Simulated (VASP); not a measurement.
# Ir (P6_3/mmc) in VASP: notebook, part 2 of 2

VASP 6.6.1.

**4. Single point, PBEsol (volume scaled by 1.02, then relaxed in part)**

Contents of INCAR:

```
SYSTEM = Ir
PREC = Accurate
ENCUT = 500
EDIFF = 1E-6
ISMEAR = -1
SIGMA = 0.15
LREAL = .FALSE.
LASPH = .TRUE.
NELM = 120
ALGO = Normal
ISIF = 2
LWAVE = .FALSE.
LCHARG = .FALSE.
GGA = PS
NBANDS = 16
GGA_COMPAT = .FALSE.
```

Contents of KPOINTS:

```
regular mesh
0
G
  18 18 10
  0 0 0
```

Contents of POSCAR:

```
Ir
1.0
    2.7398698458      0.0000000000      0.0000000000
   -1.3699349229      2.3727968895      0.0000000000
    0.0000000000      0.0000000000      4.4375127059
Ir
2
Direct
    0.6666666667      0.3333333333      0.7500000000
    0.3333333333      0.6666666667      0.2500000000
```

Potentials or basis: VASP PAW PBE potentials, release 64 (Ir).

Command:

```console
$ cat potpaw_PBE.64/Ir/POTCAR > POTCAR
$ mpirun -np 1 vasp_std > vasp.out
```

OUTCAR:

```text
SYSTEM = Ir
   PREC = Accurate
   ENCUT = 500
   EDIFF = 1E-6
   ISMEAR = -1
   LREAL = .FALSE.
   LASPH = .TRUE.
   NELM = 120
   ISIF = 2
   GGA = PS

 ion  position               nearest neighbor table
   1  0.667  0.333  0.750-   2 2.72   2 2.72   2 2.72   2 2.72   2 2.72   2 2.72
   2  0.333  0.667  0.250-   1 2.72   1 2.72   1 2.72   1 2.72   1 2.72   1 2.72

  LATTYP: Found a hexagonal cell.
 ALAT       =     2.7398698458
 C/A-ratio  =     1.6196071185

  Lattice vectors:

 A1 = (   2.7398698458,   0.0000000000,   0.0000000000)
 A2 = (  -1.3699349229,   2.3727968895,   0.0000000000)
 A3 = (   0.0000000000,   0.0000000000,   4.4375127059)

Analysis of symmetry for initial positions (statically):
=====================================================================
 Subroutine PRICEL returns:
 Original cell was already a primitive cell.

 Routine SETGRP: Setting up the symmetry group for a
 hexagonal supercell.

 Subroutine GETGRP returns: Found 24 space group operations
 (whereof 12 operations were pure point group operations)
 out of a pool of 24 trial point group operations.

The static configuration has the point symmetry D_3d.
 The point group associated with its full space group is D_6h.

Analysis of symmetry for dynamics (positions and initial velocities):
=====================================================================
 Subroutine PRICEL returns:
 Original cell was already a primitive cell.

 Routine SETGRP: Setting up the symmetry group for a
 hexagonal supercell.

 Subroutine GETGRP returns: Found 24 space group operations
 (whereof 12 operations were pure point group operations)
 out of a pool of 24 trial point group operations.

The dynamic configuration has the point symmetry D_3d.
 The point group associated with its full space group is D_6h.

 Subroutine INISYM returns: Found 24 space group operations
[... 107 lines left out ...]
   PSTRESS=    0.0 pullay stress
   NELECT =      18.0000    total number of electrons
   NUPDOWN=      -1.0000    fix difference up-down
   EMIN   =  10.00;   EMAX   =-10.00  energy-range for DOS
   EFERMI =   0.00;   METHOD = LEGACY
   ISMEAR =    -1;   SIGMA  =   0.15  broadening in eV -4-tet -1-fermi 0-gaus
   EFERMI_NEDOS =   21; number of points for ismear=-14 and -15
   IALGO  =     38    algorithm
   IMIX   =      4    mixing-type and parameters
     AMIX     =   0.40;   BMIX     =  1.00
     AMIX_MAG =   1.60;   BMIX_MAG =  1.00
  volume/ion in A,a.u.               =      14.42        97.34
  Fermi-wavevector in a.u.,A,eV,Ry     =   1.398907  2.643552 26.625811  1.956942
  Thomas-Fermi vector in A             =   2.522019
   LORBIT       =      0    0 simple, 1 ext, 2 COOP (PROOUT), +10 PAW based schemes
   GGA     = PS    functional components
   LHFCALC =     F    Hartree Fock is set to
   AEXX    =    0.0000 exact exchange contribution
   IVDW    =     0    specifies the selected vdW correction
   LEPSILON=     F    determine dielectric tensor
   LRPA    =     F    only Hartree local field effects (RPA)
 non-spin polarized calculation
  energy-cutoff  :      500.00
  volume of cell :       28.85
 maximum number of plane-waves:       762
 NGX is ok and might be reduce to    20
   NGX =  9   NGY =  9   NGZ = 17

 number of electron      18.0000001 magnetization

 Free energy of the ion-electron system (eV)
  ---------------------------------------------------
  ext. energy  EPLUGINS =         0.00000000
  ---------------------------------------------------
  free energy    TOTEN  =       -19.56158723 eV

  energy without entropy =      -19.38270557  energy(sigma->0) =      -19.47214640

 E-fermi :  10.0203     XC(G=0): -13.9869

 val. band max:       10.0168234011   @ k =   0.3333   0.0556   0.4000
 cond. band min:      10.0249562679   @ k =   0.0556   0.0000   0.4000
 fundamental gap:      0.0081328668
 Fermi energy:        10.0203002919

 k-point     1 :       0.0000    0.0000    0.0000
  band No.  band energies     occupation
      1      -1.0701      2.00000
      2       2.0010      2.00000
      3       6.1886      2.00000
      4       6.2771      2.00000
      5       6.2771      2.00000
      6       6.9233      2.00000
[... 433 lines left out ...]
      3       3.3856      2.00000
      4       5.8835      2.00000
      5       6.0233      2.00000
      6       6.5341      2.00000
[... 8 lines left out ...]
     15      20.4563      0.00000
     16      23.1406      0.00000

 [... further k-points ...]
[... 5 lines left out ...]
  --------------------------------------------------------------------------------------
  -------------------------------------------------------------------------------------
  Total       -1.1389393     -1.1389393     -1.1297892      0.0000000      0.0000000      0.0000000
  in kB      -63.2529910    -63.2529910    -62.7448222      0.0000000      0.0000000      0.0000000
  external PRESSURE =     -63.0836014 kB  Pullay stress =       0.0000000 kB

 VOLUME and BASIS-vectors are now :
 -----------------------------------------------------------------------------
  energy-cutoff  :      500.00
  volume of cell :       28.85
      direct lattice vectors                 reciprocal lattice vectors
     2.739869846  0.000000000  0.000000000     0.364980841  0.210721787  0.000000000
    -1.369934923  2.372796890  0.000000000     0.000000000  0.421443573  0.000000000
     0.000000000  0.000000000  4.437512706     0.000000000  0.000000000  0.225351467

 POSITION                                       TOTAL-FORCE (eV/Angst)
 -----------------------------------------------------------------------------------
      1.36993      0.79093      3.32813         0.000000      0.000000      0.000000
     -0.00000      1.58186      1.10938        -0.000000     -0.000000      0.000000
 -----------------------------------------------------------------------------------
    total drift:                                0.000000     -0.000000     -0.000000

  FREE ENERGIE OF THE ION-ELECTRON SYSTEM (eV)
  ---------------------------------------------------
  free  energy   TOTEN  =       -19.5615872288 eV

  energy  without entropy=      -19.3827055724  energy(sigma->0) =      -19.47214640
```

OSZICAR:

```text
N       E                     dE             d eps       ncg     rms          rms(c)
DAV:   1     0.137675056386E+03    0.13768E+03   -0.82473E+03  7112   0.109E+03
DAV:   2    -0.171393241634E+02   -0.15481E+03   -0.13941E+03  7112   0.304E+02
DAV:   3    -0.207715290662E+02   -0.36322E+01   -0.35777E+01  9872   0.550E+01
DAV:   4    -0.208112039174E+02   -0.39675E-01   -0.39665E-01  8040   0.491E+00
DAV:   5    -0.208123079217E+02   -0.11040E-02   -0.11040E-02  9984   0.858E-01    0.218E+01
DAV:   6    -0.197589363354E+02    0.10534E+01   -0.13559E+00  8936   0.149E+01    0.868E+00
DAV:   7    -0.195751124527E+02    0.18382E+00   -0.38890E-01  9648   0.747E+00    0.215E+00
DAV:   8    -0.195683820185E+02    0.67304E-02   -0.54132E-03  7968   0.627E-01    0.142E+00
DAV:   9    -0.195615900171E+02    0.67920E-02   -0.56319E-03  9008   0.959E-01    0.220E-02
DAV:  10    -0.195615875691E+02    0.24479E-05   -0.38438E-05 10640   0.576E-02    0.209E-02
DAV:  11    -0.195615872288E+02    0.34035E-06   -0.39371E-06  9176   0.203E-02
   1 F= -.19561587E+02 E0= -.19472146E+02  d E =-.178882E+00
```

stdout:

```text
POSCAR found type information on POSCAR Ir
 POSCAR found :  1 types and       2 ions
 scaLAPACK will be used
 -----------------------------------------------------------------------------
|                                                                             |
|                                                                             |
|     You enforced a specific xc type in the INCAR file but a different       |
|     I HOPE YOU KNOW WHAT YOU ARE DOING!                                     |
|                                                                             |
 -----------------------------------------------------------------------------

 LDA part: xc-table for (Slater+PW92), standard interpolation
 POSCAR, INCAR and KPOINTS ok, starting setup
 FFT: planning ... GRIDC
 FFT: planning ... GRID_SOFT
 FFT: planning ... GRID
 WAVECAR not read
 entering main loop
```

Wall time 39 s (1 thread of Intel Xeon Platinum 8488C (Sapphire Rapids), shared host); peak memory 0.19 GiB.

Results:

```yaml
Free_energy: -19.5616 eV
Pressure: -6.3 GPa
Band_gap_on_the_k_mesh: zero (band 9 reaches 10.99 eV, above the bottom of band 10 at 7.73 eV)
```

Caveat: the cell differs from its parent crystal (volume scaled by 1.02, then relaxed in part); the PAW data sets were made with another functional, which shifts forces and pressure a little; spin-orbit coupling is left out, which moves the levels of the heavy elements.

**5. Relaxation of shape and atoms at fixed volume, PBEsol (volume scaled by 0.98)**

Contents of INCAR:

```
PREC     = Accurate       # precision mode
ENCUT    = 500            # plane-wave cutoff, eV
EDIFF    = 1E-7           # SCF threshold, eV
ISMEAR   = -1             # smearing method
SIGMA    = 0.15           # smearing width, eV
LREAL    = F              # projectors in reciprocal space
LASPH    = T              # aspherical terms in the spheres
NELM     = 120            # most SCF steps
ALGO     = Normal         # electronic algorithm
ISIF     = 4              # what is computed and relaxed
LWAVE    = F              # write WAVECAR
LCHARG   = F              # write CHGCAR
GGA      = PS             # functional
IBRION   = 2              # ionic algorithm
NSW      = 80             # ionic steps
EDIFFG   = -0.001         # ionic threshold
GGA_COMPAT= F            
NELMIN   = 4
```

Contents of KPOINTS:

```
Automatic mesh
0
Gamma
  18 18 10
```

Contents of POSCAR:

```
Ir
1.0
    2.7030543035      0.0000000000      0.0000000000
   -1.3515271517      2.3409136946      0.0000000000
    0.0000000000      0.0000000000      4.3804208516
Ir
2
Direct
    0.6666666667      0.3333333333      0.7500000000
    0.3333333333      0.6666666667      0.2500000000
```

Potentials or basis: VASP PAW PBE potentials, release 64 (Ir).

Command:

```console
$ cat potpaw_PBE.64/Ir/POTCAR > POTCAR
$ mpirun -np 1 vasp_std > vasp.out
```

OUTCAR:

```text
PREC = Accurate
   ENCUT = 500
   EDIFF = 1E-7
   ISMEAR = -1
   LREAL = F
   LASPH = T
   NELM = 120
   ISIF = 4
   GGA = PS
   IBRION = 2
   NSW = 80
   EDIFFG = -0.001
   NELMIN = 4

 ion  position               nearest neighbor table
   1  0.667  0.333  0.750-   2 2.69   2 2.69   2 2.69   2 2.69   2 2.69   2 2.69
   2  0.333  0.667  0.250-   1 2.69   1 2.69   1 2.69   1 2.69   1 2.69   1 2.69

  LATTYP: Found a hexagonal cell.
 ALAT       =     2.7030543035
 C/A-ratio  =     1.6205448947

  Lattice vectors:

 A1 = (   2.7030543035,   0.0000000000,   0.0000000000)
 A2 = (  -1.3515271517,   2.3409136946,   0.0000000000)
 A3 = (   0.0000000000,   0.0000000000,   4.3804208516)

Analysis of symmetry for initial positions (statically):
=====================================================================
 Subroutine PRICEL returns:
[... 262 lines left out ...]

 k-point     1 :       0.0000    0.0000    0.0000
  band No.  band energies     occupation
      1      -0.8075      2.00000
      2       2.2666      2.00000
      3       6.6359      2.00000
      4       6.7376      2.00000
      5       6.7376      2.00000
      6       7.4266      2.00000
      7       7.4266      2.00000
      8       8.2663      2.00000
      9       8.2663      2.00000
     10       9.7948      1.99607
     11      11.0269      0.24204
     12      11.0269      0.24204
     13      17.9858      0.00000
[... 354 lines left out ...]
  band No.  band energies     occupation
      1       3.2548      2.00000
      2       3.3555      2.00000
      3       3.6729      2.00000
      4       6.3269      2.00000
      5       6.5078      2.00000
      6       7.0155      2.00000
      7       7.6212      2.00000
      8      10.9191      0.44064
      9      11.4092      0.02130
     10      11.5492      0.00844
     11      13.3674      0.00000
     12      16.5798      0.00000
     13      19.0104      0.00000

 [... further k-points ...]
[... 5 lines left out ...]
  --------------------------------------------------------------------------------------
  -------------------------------------------------------------------------------------
  Total        1.5815021      1.5815021      1.5800038      0.0000000      0.0000000      0.0000000
  in kB       91.4164501     91.4164501     91.3298439      0.0000000      0.0000000      0.0000000
  external PRESSURE =      91.3875813 kB  Pullay stress =       0.0000000 kB
[... 17 lines left out ...]
  FREE ENERGIE OF THE ION-ELECTRON SYSTEM (eV)
  ---------------------------------------------------
  free  energy   TOTEN  =       -19.5532146597 eV

  energy  without entropy=      -19.3866784281  energy(sigma->0) =      -19.46994654

 reached required accuracy - stopping structural energy minimisation
```

CONTCAR:

```text
Ir
   1.00000000000000
     2.7024693622195559    0.0000000000012522    0.0000000000000000
    -1.3512346810587044    2.3404071205890666   -0.0000000000000000
     0.0000000000000000    0.0000000000000000    4.3823173143846308
  Ir
     2
Direct
     0.6666666667000030    0.3333333332999970    0.7500000000000000
     0.3333333332999970    0.6666666667000030    0.2500000000000000

  0.00000000E+00  0.00000000E+00  0.00000000E+00
  0.00000000E+00  0.00000000E+00  0.00000000E+00
```

It took 58 s on 1 thread of Intel Xeon Platinum 8488C (Sapphire Rapids), shared host; peak memory 0.19 GiB.

What came out:

- Free energy: -19.5532 eV
- Energy gained by relaxing: 0.0 meV/atom
- Ionic steps: 3
- Pressure after relaxing: 9.1 GPa
- Band gap on the k mesh: zero (band 9 reaches 11.77 eV, above the bottom of band 10 at 8.29 eV)

Final structure:
```
Ir
1.0
     2.70247    0.00000    0.00000
    -1.35123    2.34041    0.00000
     0.00000    0.00000    4.38232
Ir
2
Direct
  0.66667 0.33333 0.75000
  0.33333 0.66667 0.25000
```

Caveat: the cell differs from its parent crystal (volume scaled by 0.98); the PAW data sets were made with another functional, which shifts forces and pressure a little; spin-orbit coupling is left out, which moves the levels of the heavy elements.

**6. Relaxation of cell and atoms, PBEsol**

This run uses another cell than the first one, of 14.11 Å³/atom, 1.006 times its volume.

Contents of INCAR:

```
SYSTEM = Ir
PREC = Accurate
ENCUT = 500
EDIFF = 1E-7
ISMEAR = -1
SIGMA = 0.15
LREAL = .FALSE.
LASPH = .TRUE.
NELM = 120
ALGO = Normal
ISIF = 3
LWAVE = .FALSE.
LCHARG = .FALSE.
GGA = PS
IBRION = 2
NSW = 80
EDIFFG = -0.001
GGA_COMPAT = .FALSE.
NELMIN = 4
```

Contents of KPOINTS:

```
Automatic mesh
0
G
  18 18 10
  0 0 0
```

Contents of POSCAR:

```
Ir
1.0
    2.7190554922      0.0000000000      0.0000000000
   -1.3595277461      2.3547711306      0.0000000000
    0.0000000000      0.0000000000      4.4079330487
Ir
2
Direct
    0.6666666667      0.3333333333      0.7500000000
    0.3333333333      0.6666666667      0.2500000000
```

Potentials or basis: VASP PAW PBE potentials, release 64 (Ir).

Command:

```console
$ cat potpaw_PBE.64/Ir/POTCAR > POTCAR
$ mpirun -np 1 vasp_std > vasp.out
```

Run time: 2.2 min. Hardware: 1 thread of Intel Xeon Platinum 8488C (Sapphire Rapids), shared host; peak memory 0.2 GiB.

It converged, with:

| Quantity | Value |
| --- | --- |
| Free energy | -19.5712 eV |
| Relaxed volume | 14.18 Å³/atom |
| Relaxed cell | a = 2.723 Å, b = 2.723 Å, c = 4.414 Å, α = 90.00°, β = 90.00°, γ = 120.00° |
| Space group after relaxing (to 0.05 Å) | P6_3/mmc (No. 194) |
| Energy gained by relaxing | 0.3 meV/atom |
| Ionic steps | 8 |
| Pressure after relaxing | 0.0 GPa |
| Band gap on the k mesh | zero (band 9 reaches 11.32 eV, above the bottom of band 10 at 7.97 eV) |

The path:
```tsv
step	energy change (eV)	largest force (eV/Å)	pressure (GPa)	volume (Å³)
1	0.0000	0.0000	1.76	28.22
2	0.0099	0.0000	-6.49	28.86
3	-0.0007	0.0000	-0.01	28.35
4	-0.0007	0.0000	0.02	28.35
5	-0.0007	0.0000	0.03	28.35
6	-0.0007	0.0000	0.03	28.35
7	-0.0007	0.0000	-0.08	28.36
8	-0.0007	0.0000	0.01	28.35
```

Final structure:
```
CELL_PARAMETERS angstrom
2.72345 0.00000 0.00000
-1.36173 2.35858 0.00000
0.00000 0.00000 4.41370
ATOMIC_POSITIONS crystal
Ir 0.66667 0.33333 0.75000
Ir 0.33333 0.66667 0.25000
```

Levels at points of the mesh, in eV from the Fermi level:
| k point | band 5 | band 6 | band 7 | band 8 | band 9 | band 10 | band 11 | band 12 | band 13 |
| --- | --- | --- | --- | --- | --- | --- | --- | --- | --- |
| (0.00, 0.00, 0.00) | -3.85 | -3.19 | -3.19 | -2.38 | -2.38 | -0.86 | 0.29 | 0.29 | 7.05 |
| (0.50, 0.00, 0.00) | -3.58 | -3.49 | -2.99 | 0.73 | 1.00 | 1.15 | 2.95 | 4.40 | 8.21 |
| (0.00, 0.00, 0.50) | -3.97 | -3.97 | -3.97 | -3.97 | -0.46 | -0.46 | -0.46 | -0.46 | 13.61 |
| (0.50, 0.00, 0.50) | -2.14 | -2.14 | -1.00 | -1.00 | 0.98 | 0.98 | 2.01 | 2.01 | 7.64 |

Caveat: the PAW data sets were made with another functional, which shifts forces and pressure a little; spin-orbit coupling is left out, which moves the levels of the heavy elements.

**7. Overview**

```tsv
task	cell	gap on the mesh (eV)	pressure (GPa)
single point	a = 2.714, b = 2.714, c = 4.399 Å, angles 90.0, 90.0, 120.0°, 2 atoms	none	4.0
single point	a = 2.721, b = 2.721, c = 4.410 Å, angles 90.0, 90.0, 120.0°, 2 atoms	none	0.9
single point	a = 2.740, b = 2.740, c = 4.438 Å, angles 90.0, 90.0, 120.0°, 2 atoms	none	-6.3
relaxation of shape and atoms at fixed volume	relaxed from a = 2.703, b = 2.703, c = 4.380 Å, angles 90.0, 90.0, 120.0°, 2 atoms	none	9.1
relaxation of cell and atoms	relaxed from a = 2.719, b = 2.719, c = 4.408 Å, angles 90.0, 90.0, 120.0°, 2 atoms	none	0.0
```

Alike in all rows: level PBEsol; potentials or basis VASP PAW PBE potentials, release 64 (Ir); no spin polarisation; k mesh 18 × 18 × 10; cutoff (eV) 500; smearing fermi-dirac 0.15 eV.

Caveats: the PAW data sets were made with another functional, which shifts forces and pressure a little; spin-orbit coupling is left out, which moves the levels of the heavy elements.

Absolute energies hang on the potentials; compare differences alone.
